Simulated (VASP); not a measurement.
Zn:

```xyz
1
Lattice="-1.5609 1.5609 1.5609 1.5609 -1.5609 1.5609 1.5609 1.5609 -1.5609" Properties=species:S:1:pos:R:3 pbc="T T T"
Zn    0.0000    0.0000    0.0000
```

```yaml
Program: VASP 6.6.1
Task: relaxation of cell and atoms
Functional: revPBE
Potentials_or_basis: VASP PAW PBE potentials, release 64 (Zn)
Cutoff: 600 eV
k_mesh: 14 × 14 × 14
Occupations: fermi-dirac, width 0.1 eV
Spin: no spin polarisation
```

At the start: pressure 3.0 GPa; volume 15.21 Å³/atom.

Q: How do energy, volume and symmetry change on relaxing?

A: Over 3 steps the energy falls by 6.6 meV/atom and the volume is 15.95 Å³/atom (+4.9 %); space group Im-3m (No. 229, to 0.05 Å).

The path:
```tsv
step	energy change (eV)	largest force (eV/Å)	pressure (GPa)	volume (Å³)
1	0.0000	0.0000	3.05	15.21
2	-0.0065	0.0000	0.33	15.86
3	-0.0066	0.0000	0.00	15.95
```

Final structure:
```
CELL_PARAMETERS angstrom
-1.58581 1.58581 1.58581
1.58581 -1.58581 1.58581
1.58581 1.58581 -1.58581
ATOMIC_POSITIONS crystal
Zn 0.00000 0.00000 0.00000
```

Caveat: the PAW data sets were made with another functional, which shifts forces and pressure a little.
